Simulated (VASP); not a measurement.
# Ba3Sr5O8 (P1) in VASP: single point with PBEsol

Aim: the single point of Ba3Sr5O8 with PBEsol.

All numbers are computed with VASP 6.6.1; they aren't measurements. Logs are shortened: lines on timing, memory, paths and dates and some standing lists are left out, and cuts for length are marked.

## (1) The cell of the first run

The typed cell holds 64 atoms: a = 10.533 Å, b = 10.533 Å, c = 10.533 Å, α = 90.00°, β = 90.00°, γ = 90.00°.

## (2) Single point, PBEsol

Contents of INCAR:

```
PREC = Accurate
ENCUT = 600
EDIFF = 1E-6
ISMEAR = -1
SIGMA = 0.05
LREAL = Auto
LASPH = T
NELM = 120
ALGO = Normal
ISIF = 2
LWAVE = F
LCHARG = T
GGA = PS
LELF = T
LVHAR = T
NBANDS = 294
ISYM = 0
GGA_COMPAT = F
NCORE = 4
```

Contents of KPOINTS:

```
Automatic mesh
0
Gamma
  1 1 1
  0.25 0.25 0.25
```

Contents of POSCAR:

```
Ba3Sr5O8
1.0
   10.5326554889      0.0000000000      0.0000000000
    0.0000000000     10.5326554889      0.0000000000
    0.0000000000      0.0000000000     10.5326554889
O Sr Ba
32 20 12
Direct
    0.2466940000      0.9945330000      0.9988610000
    0.2515250000      0.0048770000      0.5009760000
    0.2413590000      0.5049140000      0.9919840000
    0.2570510000      0.4947920000      0.5078350000
    0.7497840000      0.0040040000      0.9984870000
    0.7486410000      0.9954690000      0.5004570000
    0.7539210000      0.4942730000      0.9967200000
    0.7445190000      0.5054550000      0.5013170000
    0.9944770000      0.2457720000      0.9896010000
    0.0056200000      0.2414260000      0.5114000000
    0.0045180000      0.7534280000      0.9904860000
    0.9943460000      0.7581920000      0.5097560000
    0.5045970000      0.2403470000      0.9896490000
    0.4958200000      0.2456640000      0.5090130000
    0.4951030000      0.7569950000      0.9945090000
    0.5044910000      0.7531890000      0.5036310000
    0.9869070000      0.9988420000      0.2478630000
    0.9901210000      0.9993380000      0.7507090000
    0.9878240000      0.5016250000      0.2403330000
    0.9952970000      0.5004010000      0.7536180000
    0.5091380000      0.9929060000      0.2510070000
    0.5084370000      0.9977900000      0.7484740000
    0.5083020000      0.5084540000      0.2575750000
    0.5036320000      0.5013130000      0.7451270000
    0.2514670000      0.2525620000      0.2586710000
    0.2508110000      0.2578810000      0.7468390000
    0.2607460000      0.7489560000      0.2425240000
    0.2517720000      0.7423790000      0.7535310000
    0.7486160000      0.2513830000      0.2427430000
    0.7494900000      0.2514430000      0.7534020000
    0.7438490000      0.7499960000      0.2558760000
    0.7482890000      0.7483580000      0.7455010000
    0.9953400000      0.9996810000      0.9953400000
    0.9952160000      0.9997660000      0.5045040000
    0.9970680000      0.4998900000      0.9943980000
    0.5035630000      0.9981600000      0.9968470000
    0.5035510000      0.9980450000      0.5025360000
    0.5018470000      0.5021000000      0.5034420000
    0.2518450000      0.2497180000      0.5055100000
    0.2498740000      0.7500980000      0.9957460000
    0.7505180000      0.2480800000      0.9959420000
    0.7472470000      0.7513350000      0.5020530000
    0.2499650000      0.5002440000      0.7497740000
    0.7479940000      0.9978540000      0.2496900000
    0.7491350000      0.9994660000      0.7497230000
    0.7479420000      0.5018960000      0.2495670000
    0.7491420000      0.5000850000      0.7497660000
    0.9970510000      0.2494600000      0.7510150000
    0.9970910000      0.7500900000      0.7509830000
    0.5020600000      0.2495010000      0.7485990000
    0.5033680000      0.7516090000      0.2520290000
    0.5022080000      0.7500260000      0.7484700000
    0.9983150000      0.4996130000      0.5036350000
    0.5005390000      0.5009230000      0.9971660000
    0.2482810000      0.2497900000      0.9956250000
    0.2524180000      0.7500010000      0.5027860000
    0.7486830000      0.2488410000      0.5021610000
    0.7495930000      0.7507290000      0.9984570000
    0.2510500000      0.9987250000      0.2498270000
    0.2496690000      0.9996650000      0.7498200000
    0.2510790000      0.5015820000      0.2498580000
    0.9973450000      0.2484260000      0.2481170000
    0.9976600000      0.7513970000      0.2482560000
    0.5021640000      0.2481180000      0.2514100000
```

Potentials or basis: VASP PAW PBE potentials, release 64 (O, Sr_sv, Ba_sv).

The run is started by

```sh
$ cat potpaw_PBE.64/O/POTCAR potpaw_PBE.64/Sr_sv/POTCAR potpaw_PBE.64/Ba_sv/POTCAR > POTCAR
$ mpirun -np 4 vasp_std > vasp.out
```

OUTCAR:

```text
PREC = Accurate
   ENCUT = 600
   EDIFF = 1E-6
   ISMEAR = -1
   LREAL = Auto
   LASPH = T
   NELM = 120
   ISIF = 2
   GGA = PS
   ISYM = 0

 ion  position               nearest neighbor table
   1  0.247  0.995  0.999-  40 2.57  60 2.62  59 2.64  33 2.65  55 2.69  36 2.71
   2  0.252  0.005  0.501-  39 2.58  60 2.62  59 2.65  37 2.66  56 2.68  34 2.70
   3  0.241  0.505  0.992-  43 2.55  35 2.57  40 2.58  55 2.69  61 2.72  54 2.73
   4  0.257  0.495  0.508-  43 2.55  38 2.58  39 2.58  56 2.69  61 2.72  53 2.73
   5  0.750  0.004  0.998-  41 2.57  33 2.59  36 2.59  45 2.62  44 2.65  58 2.67
   6  0.749  0.995  0.500-  42 2.57  37 2.58  34 2.60  45 2.63  44 2.64  57 2.67
[... 76 lines left out ...]
  58  0.750  0.751  0.998-  32 2.66   5 2.67  15 2.68  11 2.69   7 2.70  31 2.71  36 3.68  33 3.68
                            49 3.69  52 3.70  45 3.71  63 3.71  35 3.71  44 3.71  54 3.72  47 3.72
  59  0.251  0.999  0.250-  27 2.63   1 2.64   2 2.65  25 2.68  21 2.72  17 2.78  51 3.72  64 3.73
                            63 3.73  56 3.74  40 3.74  62 3.75  37 3.76  55 3.76  36 3.76  39 3.77
  60  0.250  1.000  0.750-   2 2.62   1 2.62  28 2.71  26 2.72  22 2.73  18 2.73  39 3.68  40 3.69
                            55 3.69  56 3.70  34 3.72  33 3.72  36 3.73  37 3.73  49 3.74  52 3.74
  61  0.251  0.502  0.250-  27 2.61  25 2.62  23 2.71   3 2.72   4 2.72  19 2.77  56 3.73  54 3.74
                            51 3.74  40 3.74  63 3.75  38 3.76  64 3.76  55 3.77  53 3.77  62 3.78
  62  0.997  0.248  0.248-  29 2.62  17 2.63  19 2.67  25 2.68   9 2.72  10 2.78  41 3.72  44 3.72
                            33 3.74  57 3.74  46 3.75  59 3.75  55 3.75  34 3.76  35 3.76  53 3.77
  63  0.998  0.751  0.248-  17 2.61  19 2.63  31 2.67  11 2.72  12 2.76  27 2.77  44 3.70  58 3.71
                            46 3.72  59 3.73  33 3.73  61 3.75  42 3.76  34 3.76  40 3.76  35 3.76
  64  0.502  0.248  0.251-  29 2.60  25 2.64  21 2.69  14 2.71  23 2.74  13 2.76  44 3.69  57 3.70
                            46 3.72  59 3.73  37 3.73  41 3.75  39 3.76  36 3.76  61 3.76  38 3.77

IMPORTANT INFORMATION: All symmetrisations will be switched off!
NOSYMM: (Re-)initialisation of all symmetry stuff for point group C_1.

----------------------------------------------------------------------------------------

                                     Primitive cell

  volume of cell :    1168.4594

  direct lattice vectors                    reciprocal lattice vectors
    10.532655489  0.000000000  0.000000000     0.094942819  0.000000000  0.000000000
     0.000000000 10.532655489  0.000000000     0.000000000  0.094942819  0.000000000
     0.000000000  0.000000000 10.532655489     0.000000000  0.000000000  0.094942819

  length of vectors
    10.532655489 10.532655489 10.532655489     0.094942819  0.094942819  0.094942819

  position of ions in fractional coordinates (direct lattice)
     0.246694000  0.994533000  0.998861000
     0.251525000  0.004877000  0.500976000
     0.241359000  0.504914000  0.991984000
     0.257051000  0.494792000  0.507835000
     0.749784000  0.004004000  0.998487000
     0.748641000  0.995469000  0.500457000
[... 56 lines left out ...]
     0.997660000  0.751397000  0.248256000
     0.502164000  0.248118000  0.251410000

  ion indices of the primitive-cell ions
   primitive index   ion index
                 1           1
                 2           2
                 3           3
                 4           4
                 5           5
                 6           6
[... 56 lines left out ...]
                63          63
                64          64

----------------------------------------------------------------------------------------

 KPOINTS: Automatic mesh

Automatic generation of k-mesh.
 Grid dimensions read from file:
 generate k-points for:    1    1    1

 Generating k-lattice:

  Cartesian coordinates                     Fractional coordinates (reciprocal lattice)
     0.094942819  0.000000000  0.000000000     1.000000000  0.000000000  0.000000000
     0.000000000  0.094942819  0.000000000     0.000000000  1.000000000  0.000000000
     0.000000000  0.000000000  0.094942819     0.000000000  0.000000000  1.000000000

  Length of vectors
     0.094942819  0.094942819  0.094942819

  Shift w.r.t. Gamma in fractional coordinates (k-lattice)
     0.250000000  0.250000000  0.250000000

 Subroutine IBZKPT returns following result:
 ===========================================

 Found      4 irreducible k-points:

 Following reciprocal coordinates:
            Coordinates               Weight
  0.250000  0.250000  0.250000      2.000000
 -0.250000  0.250000  0.250000      2.000000
 -0.250000 -0.250000  0.250000      2.000000
  0.250000 -0.250000  0.250000      2.000000
   k-points           NKPTS =      4   k-points in BZ     NKDIM =      4   number of bands    NBANDS=    294
   number of dos      NEDOS =    301   number of ions     NIONS =     64
   total plane-waves  NPLWV = 592704
   dimension x,y,z NGX =    84 NGY =   84 NGZ =   84
   dimension x,y,z NGXF=   168 NGYF=  168 NGZF=  168
   ions per type =              32  20  12
   NGX,Y,Z   is equivalent  to a cutoff of  13.26, 13.26, 13.26 a.u.
   NGXF,Y,Z  is equivalent  to a cutoff of  26.52, 26.52, 26.52 a.u.
 SYSTEM =  unknown system
   PREC   = accura    normal or accurate (medium, high low for compatibility)
   ISTART =      0    job   : 0-new  1-cont  2-samecut
   ICHARG =      2    charge: 1-file 2-atom 10-const
   ISPIN  =      1    spin polarized calculation?
   LNONCOLLINEAR =      F non collinear calculations
   LSORBIT =      F    spin-orbit coupling
   LASPH  =      T    aspherical Exc in radial PAW
   ENCUT  =  600.0 eV  44.10 Ry    6.64 a.u.  21.04 21.04 21.04*2*pi/ulx,y,z
   NELM   =    120;   NELMIN=  2; NELMDL= -5     # of ELM steps
   EDIFF  = 0.1E-05   stopping-criterion for ELM
   LREAL  =      T    real-space projection
   EDIFFG = 0.1E-04   stopping-criterion for IOM
   NSW    =      0    number of steps for IOM
   IBRION =     -1    ionic relax: 0-MD 1-quasi-New 2-CG
   NFREE  =      0    steps in history (QN), initial steepest desc. (CG)
   ISIF   =      2    stress and relaxation
   ISYM   =      0    0-nonsym 1-usesym 2-fastsym
   POTIM  = 0.5000    time-step for ionic-motion
   TEBEG  =    0.0;   TEEND  =   0.0 temperature during run
   PSTRESS=    0.0 pullay stress
   NELECT =     512.0000    total number of electrons
   NUPDOWN=      -1.0000    fix difference up-down
   EMIN   =  10.00;   EMAX   =-10.00  energy-range for DOS
   EFERMI =   0.00;   METHOD = LEGACY
   ISMEAR =    -1;   SIGMA  =   0.05  broadening in eV -4-tet -1-fermi 0-gaus
   EFERMI_NEDOS =   21; number of points for ismear=-14 and -15
   IALGO  =     38    algorithm
   IMIX   =      4    mixing-type and parameters
     AMIX     =   0.40;   BMIX     =  1.00
     AMIX_MAG =   1.60;   BMIX_MAG =  1.00
  volume/ion in A,a.u.               =      18.26       123.21
  Fermi-wavevector in a.u.,A,eV,Ry     =   1.243446  2.349772 21.036757  1.546158
  Thomas-Fermi vector in A             =   2.377756
   LORBIT       =      0    0 simple, 1 ext, 2 COOP (PROOUT), +10 PAW based schemes
   GGA     = PS    functional components
   LHFCALC =     F    Hartree Fock is set to
   AEXX    =    0.0000 exact exchange contribution
   IVDW    =     0    specifies the selected vdW correction
   LEPSILON=     F    determine dielectric tensor
   LRPA    =     F    only Hartree local field effects (RPA)
 non-spin polarized calculation
  energy-cutoff  :      600.00
  volume of cell :     1168.46
 maximum number of plane-waves:     38982
   NGX = 43   NGY = 43   NGZ = 43

 number of electron     512.0000000 magnetization

 Free energy of the ion-electron system (eV)
  ---------------------------------------------------
  ext. energy  EPLUGINS =         0.00000000
  ---------------------------------------------------
  free energy    TOTEN  =      -399.75416814 eV

  energy without entropy =     -399.75416814  energy(sigma->0) =     -399.75416814

 E-fermi :   3.0303     XC(G=0): -10.1836

 val. band max:        1.7763589070   @ k =   0.2500  -0.2500   0.2500
 cond. band min:       4.6141202566   @ k =   0.2500  -0.2500   0.2500
 fundamental gap:      2.8377613496
 Fermi energy:         3.0302589615

 k-point     1 :       0.2500    0.2500    0.2500
  band No.  band energies     occupation
      1     -30.8818      2.00000
      2     -30.8713      2.00000
      3     -30.8495      2.00000
      4     -30.8425      2.00000
      5     -30.8388      2.00000
      6     -30.8199      2.00000
[... 260 lines left out ...]
    267       6.0391      0.00000
    268       6.0725      0.00000

 k-point     2 :      -0.2500    0.2500    0.2500
  band No.  band energies     occupation
      1     -30.8818      2.00000
      2     -30.8713      2.00000
      3     -30.8497      2.00000
      4     -30.8423      2.00000
      5     -30.8387      2.00000
      6     -30.8199      2.00000
[... 260 lines left out ...]
    267       6.0530      0.00000
    268       6.1004      0.00000

 k-point     3 :      -0.2500   -0.2500    0.2500
  band No.  band energies     occupation
      1     -30.8818      2.00000
      2     -30.8714      2.00000
      3     -30.8496      2.00000
      4     -30.8422      2.00000
      5     -30.8390      2.00000
      6     -30.8199      2.00000
[... 260 lines left out ...]
    267       6.0484      0.00000
    268       6.0657      0.00000

 k-point     4 :       0.2500   -0.2500    0.2500
  band No.  band energies     occupation
      1     -30.8818      2.00000
      2     -30.8713      2.00000
      3     -30.8497      2.00000
      4     -30.8422      2.00000
      5     -30.8389      2.00000
      6     -30.8199      2.00000
[... 260 lines left out ...]
    267       6.0578      0.00000
    268       6.0745      0.00000
 [bands above 268 left out]

------------------------ aborting loop because EDIFF is reached ----------------------------------------

  FORCE on cell =-STRESS in cart. coord.  units (eV):
  Direction    XX          YY          ZZ          XY          YZ          ZX
  --------------------------------------------------------------------------------------
  -------------------------------------------------------------------------------------
  Total        9.1023584      9.5836851      9.1387829     -0.3467365     -0.0897774      0.2040187
  in kB       12.4810430     13.1410322     12.5309878     -0.4754409     -0.1231017      0.2797479
  external PRESSURE =      12.7176877 kB  Pullay stress =       0.0000000 kB

 VOLUME and BASIS-vectors are now :
 -----------------------------------------------------------------------------
  energy-cutoff  :      600.00
  volume of cell :     1168.46
      direct lattice vectors                 reciprocal lattice vectors
    10.532655489  0.000000000  0.000000000     0.094942819  0.000000000  0.000000000
     0.000000000 10.532655489  0.000000000     0.000000000  0.094942819  0.000000000
     0.000000000  0.000000000 10.532655489     0.000000000  0.000000000  0.094942819

 POSITION                                       TOTAL-FORCE (eV/Angst)
 -----------------------------------------------------------------------------------
      2.59834     10.47507     10.52066        -0.006136     -0.063595      0.016950
      2.64923      0.05137      5.27661        -0.001663      0.070624     -0.020432
      2.54215      5.31809     10.44823        -0.056171      0.064948     -0.048141
      2.70743      5.21147      5.34885         0.051551     -0.067725      0.048319
      7.89722      0.04217     10.51672        -0.003763      0.079595      0.000865
      7.88518     10.48493      5.27114        -0.000639     -0.076593     -0.002008
[... 56 lines left out ...]
     10.50801      7.91421      2.61479         0.034542     -0.004468      0.016229
      5.28912      2.61334      2.64801        -0.022968      0.007666     -0.005459
 -----------------------------------------------------------------------------------
    total drift:                               -0.006721     -0.008249      0.004146

  FREE ENERGIE OF THE ION-ELECTRON SYSTEM (eV)
  ---------------------------------------------------
  free  energy   TOTEN  =      -399.7541681360 eV

  energy  without entropy=     -399.7541681360  energy(sigma->0) =     -399.75416814
```

Wall time 9.6 min (4 MPI ranks of AMD EPYC 7R13 (Zen 3), shared host); peak memory 0.57 GiB.

What came out:

| Quantity | Value |
| --- | --- |
| Free energy | -399.7542 eV |
| Pressure | 1.3 GPa |
| Largest force | 0.111 eV/Å |
| Band gap on the k mesh | 2.84 eV |

Forces on the atoms (eV/Å):
```
O   -0.006 -0.064  0.017
O   -0.002  0.071 -0.020
O   -0.056  0.065 -0.048
O    0.052 -0.068  0.048
O   -0.004  0.080  0.001
O   -0.001 -0.077 -0.002
O    0.077 -0.071  0.000
O   -0.075  0.066 -0.003
O   -0.065  0.000 -0.041
O    0.066 -0.054  0.033
O    0.079 -0.003 -0.048
O   -0.055  0.051  0.035
O    0.061 -0.051 -0.038
O   -0.079  0.000  0.055
O   -0.075  0.058  0.002
O    0.081 -0.003 -0.003
O   -0.038  0.018 -0.002
O   -0.037  0.001 -0.003
O   -0.045 -0.021 -0.052
O    0.004 -0.001  0.090
O    0.042 -0.060  0.001
O    0.039  0.001  0.001
O    0.052  0.044  0.052
O   -0.003 -0.003 -0.082
O   -0.015 -0.019  0.050
O    0.001  0.060 -0.093
O    0.047  0.013 -0.055
O    0.003 -0.063  0.086
O    0.019  0.007 -0.057
O    0.001 -0.001  0.084
O   -0.064 -0.004  0.058
O    0.004 -0.002 -0.078
Sr  -0.008 -0.003 -0.004
Sr  -0.003 -0.002  0.004
Sr   0.002  0.005 -0.003
Sr   0.011 -0.005 -0.001
Sr   0.007 -0.002  0.002
Sr   0.004  0.001  0.006
Sr   0.001 -0.005 -0.005
Sr  -0.004  0.007 -0.006
Sr   0.003  0.004  0.006
Sr  -0.006  0.003 -0.004
Sr   0.003 -0.005  0.002
Sr  -0.002 -0.001  0.000
Sr  -0.002  0.001  0.001
Sr  -0.001  0.000  0.001
Sr  -0.001 -0.001 -0.002
Sr  -0.008  0.004  0.002
Sr  -0.009  0.001 -0.002
Sr   0.006  0.001 -0.004
Sr  -0.003  0.010  0.004
Sr   0.003  0.002 -0.005
Ba   0.023  0.002 -0.035
Ba  -0.017 -0.002  0.026
Ba  -0.001 -0.005  0.046
Ba  -0.017  0.005 -0.034
Ba   0.006  0.010 -0.033
Ba   0.005 -0.011  0.026
Ba  -0.014  0.014  0.000
Ba  -0.004  0.003 -0.001
Ba  -0.017 -0.011  0.003
Ba   0.025  0.009  0.010
Ba   0.035 -0.004  0.016
Ba  -0.023  0.008 -0.005
```

Caveat: the PAW data sets were made with another functional, which shifts forces and pressure a little; spin-orbit coupling is left out, which moves the levels of the heavy elements; a shifted mesh leaves out Γ, where band edges can lie. A k mesh can miss the band edges.
